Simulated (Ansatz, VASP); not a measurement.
Si4W: VASP beside Ansatz

```
CELL_PARAMETERS angstrom
2.76500 -4.90000 0.00000
2.76500 4.90000 0.00000
0.00000 0.00000 5.50000
ATOMIC_POSITIONS crystal
Si 0.54800 0.79800 0.16100
Si 0.45200 0.20200 0.16100
Si 0.20200 0.45200 0.83900
Si 0.79800 0.54800 0.83900
Si 0.04800 0.29800 0.33900
Si 0.70200 0.95200 0.66100
Si 0.95200 0.70200 0.33900
Si 0.29800 0.04800 0.66100
W 0.00000 0.00000 0.00000
W 0.50000 0.50000 0.50000
```

Alike in both runs: task relaxation of cell and atoms; functional PBE; k mesh 4 × 4 × 3; occupations gaussian, width 0.2 eV; no spin polarisation.

|  | VASP | Ansatz |
| --- | --- | --- |
| version | VASP 6.6.1 | Ansatz 0.2.0 |
| potentials or method | VASP PAW PBE potentials, release 64 (Si, W_sv), cutoff 600 eV | scalar-relativistic, plane waves, PAW |
| valence electrons in the cell | 60 | 60 |

Ansatz gave:

```
gap on the k mesh at the Fermi level, each at its own relaxed structure (eV) : none
relaxed volume (Å³/atom)                                                     : 14.89
relaxed length of the cell vector where the two differ most in proportion (Å)              : 4.925
```

Question: What did VASP give for the same quantities?

Answer: gap on the k mesh at the Fermi level, each at its own relaxed structure (eV): none; relaxed volume (Å³/atom): 14.85; relaxed length of the cell vector where the two differ most in proportion (Å): 4.920.

A gap of «none» marks a metal or a gap that the smearing closes.

The k mesh is coarse, so the values compare programs but aren't converged. Neither program's run includes spin-orbit coupling.
